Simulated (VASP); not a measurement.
Runs of VASP 6.6.1 on GaP2. The structure is that of space group P4/mmm (No. 123), or close to it. The cells are those of the table. The cell was built from a structure type or drawn by symmetry, and may not be a known phase.

| task | cell | k mesh | cutoff (eV) | gap on the mesh (eV) | pressure (GPa) | relaxed volume (Å³/atom) |
| --- | --- | --- | --- | --- | --- | --- |
| single point | a = 5.129, b = 5.129, c = 2.343 Å, 3 atoms | 4 × 4 × 8 | 520 | none | (a) | - |
| single point | a = 5.117, b = 5.117, c = 2.377 Å, 3 atoms | 10 × 10 × 20 | 520 | none | 0.0 | - |
| relaxation of cell and atoms | relaxed from a = 4.658, b = 4.658, c = 2.176 Å, 3 atoms | 4 × 4 × 8 | 600 | none | -0.1 | 20.65 |
| relaxation of cell and atoms | relaxed from a = 5.129, b = 5.129, c = 2.343 Å, 3 atoms | 10 × 10 × 20 | 600 | none | 0.0 | 20.74 |
| single point | a = 4.658, b = 4.658, c = 2.176 Å, 3 atoms | 4 × 4 × 8 | 520 | none | 32.1 | - |

Alike in all rows: level PBE; potentials or basis VASP PAW PBE potentials, release 64 (Ga_d, P); no spin polarisation; smearing gaussian 0.1 eV.

**Question.** Estimate the missing entries.

**Answer.** (a) 0.2.

Caveats: some runs use coarse meshes; the volume moved by over 15 % at a fixed basis, so the end points are rough (at least some runs).

A k mesh can miss the band edges, and the runs leave out spin-orbit coupling on Ga.

A gap of «none» marks levels without a gap at the run's occupations.
